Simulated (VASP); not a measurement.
Here is a VASP 6.6.1 calculation.

Contents of POSCAR:

```
BN
1.0
    0.0000000000      1.8120264350      1.8120264350
    1.8120264350      0.0000000000      1.8120264350
    1.8120264350      1.8120264350      0.0000000000
B N
1 1
Direct
    0.0000000000      0.0000000000      0.0000000000
    0.2500000000      0.2500000000      0.2500000000
```

Contents of INCAR.step1:

```
SYSTEM = BN
PREC     = Accurate       ! precision mode
ENCUT    = 660            ! plane-wave cutoff, eV
ISMEAR   = 0              ! smearing method
SIGMA    = 0.02           ! smearing width, eV
LREAL    = .False.        ! projectors in reciprocal space
LASPH    = .True.         ! aspherical terms in the spheres
NELM     = 120            ! most SCF steps
NBANDS   = 11             ! bands
GGA      = PE             ! functional
ALGO     = Normal         ! electronic algorithm
EDIFF    = 1E-5           ! SCF threshold, eV
LWAVE    = .True.         ! write WAVECAR
LCHARG   = .False.        ! write CHGCAR
GGA_COMPAT= .False.
```

INCAR.step2

```
SYSTEM = BN
PREC     = Accurate       ! precision mode
ENCUT    = 660            ! plane-wave cutoff, eV
EDIFF    = 1E-6           ! SCF threshold, eV
ISMEAR   = 0              ! smearing method
SIGMA    = 0.02           ! smearing width, eV
LREAL    = .False.        ! projectors in reciprocal space
LASPH    = .True.         ! aspherical terms in the spheres
NELM     = 120            ! most SCF steps
ALGO     = Normal         ! electronic algorithm
ISIF     = 2              ! what is computed and relaxed
LWAVE    = .False.        ! write WAVECAR
LCHARG   = .True.         ! write CHGCAR
METAGGA  = R2SCAN         ! meta-GGA
LMIXTAU  = .True.       
LELF     = .True.         ! ELF
LVHAR    = .True.       
NBANDS   = 11             ! bands
ISTART   = 1            
GGA_COMPAT= .False.
```

Contents of KPOINTS:

```
regular mesh
0
Gamma
  12 12 12
  0 0 0
```

Potentials or basis: VASP PAW PBE potentials, release 64 (B, N).

Run with:

```console
$ cat potpaw_PBE.64/B/POTCAR potpaw_PBE.64/N/POTCAR > POTCAR
$ cp INCAR.step1 INCAR
$ mpirun -np 1 vasp_std > vasp.out
$ cp INCAR.step2 INCAR
$ mpirun -np 1 vasp_std > vasp.out
```

**Question.** What does it give for the band gap on the k mesh?

**Answer.** 4.97 eV (least direct gap 9.49 eV).

**Question.** Predict the pressure.

**Answer.** -3.4 GPa.

Caveat: the cell stands under tension; the PAW data sets were made with another functional, which shifts forces and pressure a little. A k mesh can miss the band edges.
